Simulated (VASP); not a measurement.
Wanted: the native input for a VASP 6.6.1 run.

```
Task                   : single point
Functional             : PBEsol
Potentials or basis    : VASP PAW PBE potentials, release 64 (Sc_sv, Pd)
Cutoff                 : 520 eV
k mesh                 : 14 × 14 × 14
Occupations            : gaussian, width 0.15 eV
Spin                   : no spin polarisation
Dipole correction      : no
Further INCAR settings : ALGO = Fast; EDIFF = 1e-07; NBANDS = 18
```

The structure of ScPd lies in POSCAR:

```
ScPd
1.0
    3.2830000000      0.0000000000     -0.0984900000
    0.0000000000      3.2830000000      0.0000000000
   -0.0984900000      0.0000000000      3.2830000000
Sc Pd
1 1
Direct
    0.5000000000      0.5000000000      0.5000000000
    0.0000000000      0.0000000000      0.0000000000
```

This cell differs from its parent crystal: strain -0.0600 x Voigt [0, 0, 0, 0, 1, 0].

One way to write it, as run:

INCAR

```
SYSTEM = ScPd
PREC = Accurate
ENCUT = 520
EDIFF = 1E-7
ISMEAR = 0
SIGMA = 0.15
LREAL = .False.
LASPH = .True.
NELM = 80
ALGO = Fast
ISIF = 2
LWAVE = .False.
LCHARG = .True.
GGA = PS
LELF = .True.
LVHAR = .True.
NBANDS = 18
```

KPOINTS

```
Automatic mesh
0
Gamma
  14 14 14
  0 0 0
```

Potentials or basis: VASP PAW PBE potentials, release 64 (Sc_sv, Pd).

Run with:

```bash
$ cat potpaw_PBE.64/Sc_sv/POTCAR potpaw_PBE.64/Pd/POTCAR > POTCAR
$ mpirun -np 1 vasp_std > vasp.out
```

It gave:

| Quantity | Value |
| --- | --- |
| Pressure | -1.4 GPa |

Caveat: the cell differs from its parent crystal (strain -0.0600 x Voigt [0, 0, 0, 0, 1, 0]); the PAW data sets were made with another functional, which shifts forces and pressure a little.

Wall time 7.3 min on 1 thread of Oxide Virtual Turin-like Processor (shared host), peak memory 0.36 GiB.
